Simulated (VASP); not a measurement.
A run of VASP 6.6.1:

The input INCAR:

```
  PREC = Accurate
  ENCUT = 520
  EDIFF = 1E-6
  ISMEAR = -1
  SIGMA = 0.05
  LREAL = False
  LASPH = True
  NELM = 60
  ALGO = Normal
  ISIF = 2
  LWAVE = False
  LCHARG = True
  GGA = PS
  LELF = True
  LVHAR = True
  NBANDS = 9
```

File KPOINTS:

```
regular mesh
0
Gamma
  9 9 9
```

The input POSCAR:

```
Te
1.0
    2.3211756774      1.3401314022      1.7021523992
   -2.3211756774      1.3401314022      1.7021523992
    0.0000000000     -2.6802628044      1.7021523992
Te
1
Direct
    0.5000000000      0.5000000000      0.5000000000
```

Potentials or basis: VASP PAW PBE potentials, release 64 (Te).

Run with:

```bash
$ cat potpaw_PBE.64/Te/POTCAR > POTCAR
$ mpirun -np 1 vasp_std > vasp.out
```

Hardware: 1 thread of Intel(R) Xeon(R) Platinum 8559C (Emerald Rapids), on a shared host.

Problem. Estimate the wall time of this run.

Solution. Run time: 5.7 s on 1 thread of Intel(R) Xeon(R) Platinum 8559C (Emerald Rapids), with other jobs on the host, peak memory 0.14 GiB. Counts: scf iterations 10, k points 85.
